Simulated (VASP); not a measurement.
# Sn3Te (I4/mmm) in VASP: a series of runs

Sn3Te is run at these levels: PBE; tasks: single point.

All numbers are computed with VASP 6.6.1; they aren't measurements. Logs are shortened: lines on timing, memory, paths and dates and some standing lists are left out, and cuts for length are marked.

**1. The cell of the first run**

The structure is tetragonal, space group I4/mmm (No. 139). The conventional cell has a = 4.602 Å, b = 4.602 Å, c = 11.033 Å, α = 90.00°, β = 90.00°, γ = 90.00°. Within 4.3 Å of Sn (site symmetry -4m2) lie 8 Sn at 3.25 to 3.59 Å and 4 Te at 3.59 Å. Sn (site symmetry 4/mmm) has 4 Te at 3.25 Å and 8 Sn at 3.59 Å within 4.3 Å. Te (site symmetry 4/mmm) has 12 Sn at 3.25 to 3.59 Å within 4.3 Å.

**2. Single point, PBE**

INCAR reads:

```
  ALGO = Normal
  EDIFF = 1E-7
  ENCUT = 520
  GGA = PE
  ISIF = 2
  ISMEAR = -1
  LASPH = T
  LCHARG = T
  LELF = T
  LREAL = F
  LVHAR = T
  LWAVE = F
  NBANDS = 32
  NELM = 60
  PREC = Accurate
  SIGMA = 0.1
```

KPOINTS reads:

```
k-points
0
Gamma
  2 2 2
```

POSCAR reads:

```
Sn3Te
1.0
   -2.3009040000      2.3009040000      5.5164940000
    2.3009040000     -2.3009040000      5.5164940000
    2.3009040000      2.3009040000     -5.5164940000
Sn Te
3 1
Direct
    0.7500000000      0.2500000000      0.5000000000
    0.2500000000      0.7500000000      0.5000000000
    0.5000000000      0.5000000000      0.0000000000
    0.0000000000      0.0000000000      0.0000000000
```

Potentials or basis: VASP PAW PBE potentials, release 64 (Sn_d, Te).

Launch:

```
$ cat potpaw_PBE.64/Sn_d/POTCAR potpaw_PBE.64/Te/POTCAR > POTCAR
$ mpirun -np 1 vasp_std > vasp.out
```

OUTCAR:

```text
EDIFF = 1E-7
   ENCUT = 520
   GGA = PE
   ISIF = 2
   ISMEAR = -1
   LASPH = T
   LREAL = F
   NELM = 60
   PREC = Accurate

 ion  position               nearest neighbor table
   1  0.750  0.250  0.500-   2 3.25   2 3.25   2 3.25   2 3.25   4 3.59   3 3.59   4 3.59   4 3.59
                             3 3.59   3 3.59   4 3.59   3 3.59
   2  0.250  0.750  0.500-   1 3.25   1 3.25   1 3.25   1 3.25   4 3.59   3 3.59   4 3.59   3 3.59
                             4 3.59   4 3.59   3 3.59   3 3.59
   3  0.500  0.500  0.000-   4 3.25   4 3.25   4 3.25   4 3.25   2 3.59   1 3.59   2 3.59   1 3.59
                             2 3.59   2 3.59   1 3.59   1 3.59
   4  0.000  0.000  0.000-   3 3.25   3 3.25   3 3.25   3 3.25   2 3.59   1 3.59   2 3.59   2 3.59
                             1 3.59   1 3.59   2 3.59   1 3.59

  LATTYP: Found a body centered tetragonal cell.
 ALAT       =     4.6018080000
 C/A-ratio  =     2.3975333173

  Lattice vectors:

 A1 = (  -2.3009040000,   2.3009040000,   5.5164940000)
 A2 = (   2.3009040000,  -2.3009040000,   5.5164940000)
 A3 = (   2.3009040000,   2.3009040000,  -5.5164940000)

Analysis of symmetry for initial positions (statically):
=====================================================================
 Subroutine PRICEL returns:
 Original cell was already a primitive cell.

 Routine SETGRP: Setting up the symmetry group for a
 body centered tetragonal supercell.

 Subroutine GETGRP returns: Found 16 space group operations
 (whereof 16 operations were pure point group operations)
 out of a pool of 16 trial point group operations.

The static configuration has the point symmetry D_4h.

Analysis of symmetry for dynamics (positions and initial velocities):
=====================================================================
 Subroutine PRICEL returns:
 Original cell was already a primitive cell.

 Routine SETGRP: Setting up the symmetry group for a
 body centered tetragonal supercell.

 Subroutine GETGRP returns: Found 16 space group operations
 (whereof 16 operations were pure point group operations)
 out of a pool of 16 trial point group operations.

The dynamic configuration has the point symmetry D_4h.

 Subroutine INISYM returns: Found 16 space group operations
 (whereof 16 operations are pure point group operations),
 and found     1 'primitive' translations

----------------------------------------------------------------------------------------

                                     Primitive cell

  volume of cell :     116.8208

  direct lattice vectors                    reciprocal lattice vectors
    -2.300904000  2.300904000  5.516494000     0.000000000  0.217305894  0.090637278
     2.300904000 -2.300904000  5.516494000     0.217305894  0.000000000  0.090637278
     2.300904000  2.300904000 -5.516494000     0.217305894  0.217305894  0.000000000

  length of vectors
     6.404687696  6.404687696  6.404687696     0.235450563  0.235450563  0.307316942

  position of ions in fractional coordinates (direct lattice)
     0.750000000  0.250000000  0.500000000
     0.250000000  0.750000000  0.500000000
     0.500000000  0.500000000  0.000000000
     0.000000000  0.000000000  0.000000000

  ion indices of the primitive-cell ions
   primitive index   ion index
                 1           1
                 2           2
                 3           3
                 4           4

----------------------------------------------------------------------------------------

 KPOINTS: k-points

Automatic generation of k-mesh.
 Grid dimensions read from file:
 generate k-points for:    2    2    2

 Generating k-lattice:

  Cartesian coordinates                     Fractional coordinates (reciprocal lattice)
     0.000000000  0.108652947  0.045318639     0.500000000  0.000000000  0.000000000
     0.108652947  0.000000000  0.045318639     0.000000000  0.500000000  0.000000000
     0.108652947  0.108652947  0.000000000     0.000000000  0.000000000  0.500000000

  Length of vectors
     0.117725281  0.117725281  0.153658471

  Shift w.r.t. Gamma in fractional coordinates (k-lattice)
     0.000000000  0.000000000  0.000000000

 Subroutine IBZKPT returns following result:
 ===========================================

 Found      4 irreducible k-points:

 Following reciprocal coordinates:
            Coordinates               Weight
  0.000000  0.000000  0.000000      1.000000
  0.500000 -0.000000  0.000000      4.000000
  0.500000  0.500000  0.000000      2.000000
  0.500000  0.500000  0.500000      1.000000
   k-points           NKPTS =      4   k-points in BZ     NKDIM =      4   number of bands    NBANDS=     32
   number of dos      NEDOS =    301   number of ions     NIONS =      4
   total plane-waves  NPLWV = 110592
   dimension x,y,z NGX =    48 NGY =   48 NGZ =   48
   dimension x,y,z NGXF=    96 NGYF=   96 NGZF=   96
   ions per type =               3   1
   NGX,Y,Z   is equivalent  to a cutoff of  12.46, 12.46, 12.46 a.u.
   NGXF,Y,Z  is equivalent  to a cutoff of  24.92, 24.92, 24.92 a.u.
 SYSTEM =  unknown system
   PREC   = accura    normal or accurate (medium, high low for compatibility)
   ISTART =      0    job   : 0-new  1-cont  2-samecut
   ICHARG =      2    charge: 1-file 2-atom 10-const
   ISPIN  =      1    spin polarized calculation?
   LNONCOLLINEAR =      F non collinear calculations
   LSORBIT =      F    spin-orbit coupling
   LASPH  =      T    aspherical Exc in radial PAW
   ENCUT  =  520.0 eV  38.22 Ry    6.18 a.u.  11.91 11.91 11.91*2*pi/ulx,y,z
   NELM   =     60;   NELMIN=  2; NELMDL= -5     # of ELM steps
   EDIFF  = 0.1E-06   stopping-criterion for ELM
   LREAL  =      F    real-space projection
   EDIFFG = 0.1E-05   stopping-criterion for IOM
   NSW    =      0    number of steps for IOM
   IBRION =     -1    ionic relax: 0-MD 1-quasi-New 2-CG
   NFREE  =      0    steps in history (QN), initial steepest desc. (CG)
   ISIF   =      2    stress and relaxation
   ISYM   =      2    0-nonsym 1-usesym 2-fastsym
   POTIM  = 0.5000    time-step for ionic-motion
   TEBEG  =    0.0;   TEEND  =   0.0 temperature during run
   PSTRESS=    0.0 pullay stress
   NELECT =      48.0000    total number of electrons
   NUPDOWN=      -1.0000    fix difference up-down
   EMIN   =  10.00;   EMAX   =-10.00  energy-range for DOS
   EFERMI =   0.00;   METHOD = LEGACY
   ISMEAR =    -1;   SIGMA  =   0.10  broadening in eV -4-tet -1-fermi 0-gaus
   EFERMI_NEDOS =   21; number of points for ismear=-14 and -15
   IALGO  =     38    algorithm
   IMIX   =      4    mixing-type and parameters
     AMIX     =   0.40;   BMIX     =  1.00
     AMIX_MAG =   1.60;   BMIX_MAG =  1.00
  volume/ion in A,a.u.               =      29.21       197.09
  Fermi-wavevector in a.u.,A,eV,Ry     =   1.217069  2.299927 20.153724  1.481257
  Thomas-Fermi vector in A             =   2.352402
   LORBIT       =      0    0 simple, 1 ext, 2 COOP (PROOUT), +10 PAW based schemes
   GGA     = PE    functional components
   LHFCALC =     F    Hartree Fock is set to
   AEXX    =    0.0000 exact exchange contribution
   IVDW    =     0    specifies the selected vdW correction
   LEPSILON=     F    determine dielectric tensor
   LRPA    =     F    only Hartree local field effects (RPA)
 non-spin polarized calculation
  energy-cutoff  :      520.00
  volume of cell :      116.82
 maximum number of plane-waves:      3180
 NGX is ok and might be reduce to    48
   NGX = 23   NGY = 23   NGZ = 23

 number of electron      47.9999996 magnetization

 Free energy of the ion-electron system (eV)
  ---------------------------------------------------
  ext. energy  EPLUGINS =         0.00000000
  ---------------------------------------------------
  free energy    TOTEN  =       -13.92584082 eV

  energy without entropy =      -13.82029237  energy(sigma->0) =      -13.87306659

 E-fermi :   7.1215     XC(G=0):  -9.9893

 val. band max:        6.9873444639   @ k =   0.5000   0.5000   0.0000
 cond. band min:       7.1886998923   @ k =   0.0000   0.0000   0.0000
 fundamental gap:      0.2013554284
 Fermi energy:         7.1214532050

 k-point     1 :       0.0000    0.0000    0.0000
  band No.  band energies     occupation
      1     -14.5669      2.00000
      2     -14.4806      2.00000
      3     -14.4747      2.00000
      4     -14.4359      2.00000
      5     -14.4359      2.00000
      6     -14.3796      2.00000
[... 24 lines left out ...]
     31      13.6437      0.00000
     32      13.8657      0.00000

 k-point     2 :       0.5000   -0.0000    0.0000
  band No.  band energies     occupation
      1     -14.4228      2.00000
      2     -14.4222      2.00000
      3     -14.4208      2.00000
      4     -14.4177      2.00000
      5     -14.4114      2.00000
      6     -14.4111      2.00000
[... 24 lines left out ...]
     31      12.2317      0.00000
     32      15.1775      0.00000

 k-point     3 :       0.5000    0.5000    0.0000
  band No.  band energies     occupation
      1     -14.5021      2.00000
      2     -14.5019      2.00000
      3     -14.4489      2.00000
      4     -14.4447      2.00000
      5     -14.4073      2.00000
      6     -14.4060      2.00000
[... 24 lines left out ...]
     31      14.1911      0.00000
     32      14.2094      0.00000

 k-point     4 :       0.5000    0.5000    0.5000
  band No.  band energies     occupation
      1     -14.5666      2.00000
      2     -14.4834      2.00000
      3     -14.4733      2.00000
      4     -14.4426      2.00000
      5     -14.4426      2.00000
      6     -14.3766      2.00000
[... 24 lines left out ...]
     31      11.6501      0.00000
     32      12.0214      0.00000

------------------------ aborting loop because EDIFF is reached ----------------------------------------

  FORCE on cell =-STRESS in cart. coord.  units (eV):
  Direction    XX          YY          ZZ          XY          YZ          ZX
  --------------------------------------------------------------------------------------
  -------------------------------------------------------------------------------------
  Total        2.1344959      2.1344959     -5.2944399      0.0000000      0.0000000      0.0000000
  in kB       29.2742499     29.2742499    -72.6123462      0.0000000      0.0000000      0.0000000
  external PRESSURE =      -4.6879488 kB  Pullay stress =       0.0000000 kB

 VOLUME and BASIS-vectors are now :
 -----------------------------------------------------------------------------
  energy-cutoff  :      520.00
  volume of cell :      116.82
      direct lattice vectors                 reciprocal lattice vectors
    -2.300904000  2.300904000  5.516494000     0.000000000  0.217305894  0.090637278
     2.300904000 -2.300904000  5.516494000     0.217305894  0.000000000  0.090637278
     2.300904000  2.300904000 -5.516494000     0.217305894  0.217305894  0.000000000

 POSITION                                       TOTAL-FORCE (eV/Angst)
 -----------------------------------------------------------------------------------
      0.00000      2.30090      2.75825        -0.000000      0.000000     -0.000000
      2.30090      0.00000      2.75825         0.000000     -0.000000     -0.000000
      0.00000      0.00000      5.51649         0.000000     -0.000000      0.000000
      0.00000      0.00000      0.00000         0.000000     -0.000000      0.000000
 -----------------------------------------------------------------------------------
    total drift:                                0.000000     -0.000000      0.000000

  FREE ENERGIE OF THE ION-ELECTRON SYSTEM (eV)
  ---------------------------------------------------
  free  energy   TOTEN  =       -13.9258408207 eV

  energy  without entropy=      -13.8202923682  energy(sigma->0) =      -13.87306659
```

It took 24 s on 1 thread of Intel Xeon Platinum 8488C (Sapphire Rapids), shared host; peak memory 0.3 GiB.

What came out:

- Free energy: -13.9258 eV
- Pressure: -0.5 GPa
- Band gap on the k mesh: zero (band 24 reaches 7.25 eV, above the bottom of band 25 at 6.99 eV)

Stress tensor (GPa, compression positive):
```
 2.93  0.00  0.00
 0.00  2.93  0.00
 0.00  0.00 -7.26
```

Caveat: the k points lie up to 0.97 Å⁻¹ apart; spin-orbit coupling is left out, which moves the levels of the heavy elements.

**3. Single point, PBE**

INCAR reads:

```
SYSTEM = Sn3Te
PREC     = Accurate       ! precision mode
ENCUT    = 520            ! plane-wave cutoff, eV
EDIFF    = 1E-7           ! SCF threshold, eV
ISMEAR   = -1             ! smearing method
SIGMA    = 0.1            ! smearing width, eV
LREAL    = .False.        ! projectors in reciprocal space
LASPH    = .True.         ! aspherical terms in the spheres
NELM     = 100            ! most SCF steps
ALGO     = Normal         ! electronic algorithm
ISIF     = 2              ! what is computed and relaxed
LWAVE    = .False.        ! write WAVECAR
LCHARG   = .True.         ! write CHGCAR
GGA      = PE             ! functional
LELF     = .True.         ! ELF
LVHAR    = .True.       
NBANDS   = 32             ! bands
```

KPOINTS reads:

```
Automatic mesh
0
Gamma
  4 4 4
  0 0 0
```

POSCAR is that of step 2.

Potentials or basis: VASP PAW PBE potentials, release 64 (Sn_d, Te).

Launch:

```
$ cat potpaw_PBE.64/Sn_d/POTCAR potpaw_PBE.64/Te/POTCAR > POTCAR
$ mpirun -np 1 vasp_std > vasp.out
```

OUTCAR:

```text
SYSTEM = Sn3Te
   PREC = Accurate
   ENCUT = 520
   EDIFF = 1E-7
   ISMEAR = -1
   LREAL = .False.
   LASPH = .True.
   NELM = 100
   ISIF = 2
   GGA = PE

 ion  position               nearest neighbor table
   1  0.750  0.250  0.500-   2 3.25   2 3.25   2 3.25   2 3.25   4 3.59   3 3.59   4 3.59   4 3.59
                             3 3.59   3 3.59   4 3.59   3 3.59
   2  0.250  0.750  0.500-   1 3.25   1 3.25   1 3.25   1 3.25   4 3.59   3 3.59   4 3.59   3 3.59
                             4 3.59   4 3.59   3 3.59   3 3.59
   3  0.500  0.500  0.000-   4 3.25   4 3.25   4 3.25   4 3.25   2 3.59   1 3.59   2 3.59   1 3.59
                             2 3.59   2 3.59   1 3.59   1 3.59
   4  0.000  0.000  0.000-   3 3.25   3 3.25   3 3.25   3 3.25   2 3.59   1 3.59   2 3.59   2 3.59
                             1 3.59   1 3.59   2 3.59   1 3.59

  LATTYP: Found a body centered tetragonal cell.
 ALAT       =     4.6018080000
 C/A-ratio  =     2.3975333173

  Lattice vectors:

 A1 = (  -2.3009040000,   2.3009040000,   5.5164940000)
 A2 = (   2.3009040000,  -2.3009040000,   5.5164940000)
 A3 = (   2.3009040000,   2.3009040000,  -5.5164940000)

[... 164 lines left out ...]

 E-fermi :   7.5345     XC(G=0):  -9.9926

 val. band max:        7.4655590696   @ k =  -0.2500   0.5000   0.2500
 cond. band min:       7.5670499106   @ k =   0.2500   0.2500   0.0000
 fundamental gap:      0.1014908410
 Fermi energy:         7.5344609232

 k-point     1 :       0.0000    0.0000    0.0000
  band No.  band energies     occupation
      1     -14.2159      2.00000
      2     -14.2002      2.00000
      3     -14.1909      2.00000
      4     -14.1833      2.00000
      5     -14.1622      2.00000
      6     -14.1622      2.00000
[... 444 lines left out ...]
     31      11.6889      0.00000
     32      12.1812      0.00000

------------------------ aborting loop because EDIFF is reached ----------------------------------------

  FORCE on cell =-STRESS in cart. coord.  units (eV):
  Direction    XX          YY          ZZ          XY          YZ          ZX
  --------------------------------------------------------------------------------------
  -------------------------------------------------------------------------------------
  Total       -0.1167338     -0.1167338     -0.5793738      0.0000000      0.0000000     -0.0000000
  in kB       -1.6009843     -1.6009843     -7.9460137      0.0000000      0.0000000     -0.0000000
  external PRESSURE =      -3.7159941 kB  Pullay stress =       0.0000000 kB

 VOLUME and BASIS-vectors are now :
 -----------------------------------------------------------------------------
  energy-cutoff  :      520.00
  volume of cell :      116.82
      direct lattice vectors                 reciprocal lattice vectors
    -2.300904000  2.300904000  5.516494000     0.000000000  0.217305894  0.090637278
     2.300904000 -2.300904000  5.516494000     0.217305894  0.000000000  0.090637278
     2.300904000  2.300904000 -5.516494000     0.217305894  0.217305894  0.000000000

 POSITION                                       TOTAL-FORCE (eV/Angst)
 -----------------------------------------------------------------------------------
      0.00000      2.30090      2.75825        -0.000000     -0.000000      0.000000
      2.30090      0.00000      2.75825         0.000000     -0.000000     -0.000000
      0.00000      0.00000      5.51649        -0.000000      0.000000      0.000000
      0.00000      0.00000      0.00000        -0.000000      0.000000      0.000000
 -----------------------------------------------------------------------------------
    total drift:                                0.000000     -0.000000      0.000000

  FREE ENERGIE OF THE ION-ELECTRON SYSTEM (eV)
  ---------------------------------------------------
  free  energy   TOTEN  =       -14.5597026220 eV

  energy  without entropy=      -14.4821645432  energy(sigma->0) =      -14.52093358
```

OSZICAR:

```text
N       E                     dE             d eps       ncg     rms          rms(c)
DAV:   1     0.439365017466E+03    0.43937E+03   -0.22992E+04   872   0.208E+03
DAV:   2     0.427436572663E+02   -0.39662E+03   -0.38475E+03   832   0.540E+02
DAV:   3    -0.121534454354E+02   -0.54897E+02   -0.53350E+02   992   0.172E+02
DAV:   4    -0.145285093991E+02   -0.23751E+01   -0.23680E+01   936   0.380E+01
DAV:   5    -0.146146173754E+02   -0.86108E-01   -0.86104E-01  1272   0.750E+00    0.572E+00
DAV:   6    -0.145703779584E+02    0.44239E-01   -0.49348E-02  1048   0.347E+00    0.363E+00
DAV:   7    -0.145610254338E+02    0.93525E-02   -0.83132E-02  1016   0.267E+00    0.232E-01
DAV:   8    -0.145595337863E+02    0.14916E-02   -0.10865E-02   952   0.135E+00    0.111E-01
DAV:   9    -0.145596872739E+02   -0.15349E-03   -0.17366E-03  1016   0.547E-01    0.471E-02
DAV:  10    -0.145597049501E+02   -0.17676E-04   -0.15382E-04  1232   0.103E-01    0.294E-02
DAV:  11    -0.145597026997E+02    0.22504E-05   -0.96660E-06  1176   0.446E-02    0.510E-03
DAV:  12    -0.145597024511E+02    0.24862E-06   -0.25484E-06   936   0.158E-02    0.273E-03
DAV:  13    -0.145597029309E+02   -0.47976E-06   -0.33998E-07   832   0.794E-03    0.958E-04
DAV:  14    -0.145597027277E+02    0.20311E-06   -0.66545E-08   592   0.286E-03    0.334E-04
DAV:  15    -0.145597026240E+02    0.10374E-06   -0.17161E-08   600   0.128E-03    0.178E-04
DAV:  16    -0.145597026220E+02    0.20018E-08   -0.33974E-09   568   0.905E-04
   1 F= -.14559703E+02 E0= -.14520934E+02  d E =-.775381E-01
```

stdout:

```text
POSCAR found type information on POSCAR SnTe
 POSCAR found :  2 types and       4 ions
 scaLAPACK will be used
 LDA part: xc-table for (Slater+PW92), standard interpolation
 POSCAR, INCAR and KPOINTS ok, starting setup
 FFT: planning ... GRIDC
 FFT: planning ... GRID_SOFT
 FFT: planning ... GRID
 WAVECAR not read
 entering main loop
```

It took 55 s on 1 thread of Intel Xeon Platinum 8488C (Sapphire Rapids), shared host; peak memory 0.32 GiB.

Results:

```
Free energy            : -14.5597 eV
Pressure               : -0.4 GPa
Band gap on the k mesh : zero (band 24 reaches 7.90 eV, above the bottom of band 25 at 7.01 eV)
```

Levels at points of the mesh, in eV from the Fermi level:
| k point | band 20 | band 21 | band 22 | band 23 | band 24 | band 25 | band 26 | band 27 | band 28 | band 29 |
| --- | --- | --- | --- | --- | --- | --- | --- | --- | --- | --- |
| (0.00, 0.00, 0.00) | -4.08 | -3.16 | -3.16 | -1.64 | -1.64 | -0.38 | 0.35 | 2.60 | 2.60 | 5.14 |
| (0.50, 0.00, 0.00) | -2.46 | -2.33 | -1.94 | -0.96 | -0.69 | 0.62 | 1.02 | 1.02 | 1.20 | 1.62 |
| (0.50, 0.50, 0.00) | -5.27 | -4.66 | -3.26 | -2.47 | -1.62 | -0.53 | 2.50 | 2.60 | 4.75 | 5.08 |
| (0.50, 0.50, 0.50) | -3.80 | -3.80 | -1.14 | -0.20 | -0.20 | 0.48 | 1.50 | 1.96 | 3.41 | 3.41 |

Caveat: the k points lie up to 0.48 Å⁻¹ apart; spin-orbit coupling is left out, which moves the levels of the heavy elements.

[end of part 1 of 2]
